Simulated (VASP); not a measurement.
Write the native input for VASP 6.6.1 that does the following.

```
Task                   : electric field gradients
Functional             : PBEsol
Potentials or basis    : VASP PAW PBE potentials, release 64 (Al, Pt)
Cutoff                 : 520 eV
k mesh                 : 5 × 5 × 5
Occupations            : fermi-dirac, width 0.05 eV
Spin                   : no spin polarisation
Dipole correction      : no
Further INCAR settings : LREAL = Auto; ALGO = Normal; EDIFF = 1e-08; NBANDS = 82
```

The structure of Al2Pt lies in POSCAR:

```
Al2Pt
1.0
    0.0000000000      5.9100000000      5.9100000000
    5.9100000000      0.0000000000      5.9100000000
    5.9100000000      5.9100000000      0.0000000000
Al Pt
16 8
Direct
    0.1250000000      0.1250000000      0.1250000000
    0.1250000000      0.1250000000      0.6250000000
    0.1250000000      0.6250000000      0.1250000000
    0.1250000000      0.6250000000      0.6250000000
    0.6250000000      0.1250000000      0.1250000000
    0.6250000000      0.1250000000      0.6250000000
    0.6250000000      0.6250000000      0.1250000000
    0.6250000000      0.6250000000      0.6250000000
    0.3750000000      0.3750000000      0.3750000000
    0.3750000000      0.3750000000      0.8750000000
    0.3750000000      0.8750000000      0.3750000000
    0.3750000000      0.8750000000      0.8750000000
    0.8750000000      0.3750000000      0.3750000000
    0.8750000000      0.3750000000      0.8750000000
    0.8750000000      0.8750000000      0.3750000000
    0.8750000000      0.8750000000      0.8750000000
    0.0000000000      0.0000000000      0.0000000000
    0.0000000000      0.0000000000      0.5000000000
    0.0000000000      0.5000000000      0.0000000000
    0.0000000000      0.5000000000      0.5000000000
    0.5000000000      0.0000000000      0.0000000000
    0.5000000000      0.0000000000      0.5000000000
    0.5000000000      0.5000000000      0.0000000000
    0.5000000000      0.5000000000      0.5000000000
```

One way to write it, as run:

INCAR

```
SYSTEM = Al2Pt
ALGO = Normal ; EDIFF = 1E-8
ENCUT = 520 ; GGA = PS
ISIF = 2 ; ISMEAR = -1
LASPH = .TRUE. ; LCHARG = .FALSE.
LEFG = .TRUE. ; LREAL = Auto
LWAVE = .FALSE. ; NBANDS = 82
NELM = 80 ; PREC = Accurate
SIGMA = 0.05
```

KPOINTS

```
k-points
0
G
  5 5 5
  0 0 0
```

Potentials or basis: VASP PAW PBE potentials, release 64 (Al, Pt).

Command:

```console
$ cat potpaw_PBE.64/Al/POTCAR potpaw_PBE.64/Pt/POTCAR > POTCAR
$ mpirun -np 1 vasp_std > vasp.out
```

Results of the run:

```
Pressure                                : -1.0 GPa
Band gap on the k mesh                  : zero (bands 64 and 65 overlap by 1.15 eV)
Largest electric field gradient by atom : zero within the noise of the run
```

Caveat: the PAW data sets were made with another functional, which shifts forces and pressure a little; spin-orbit coupling is left out, which moves the levels of the heavy elements.

It took 19 min on 1 thread of Intel Xeon 8259CL, on a shared host, peak memory 0.67 GiB.
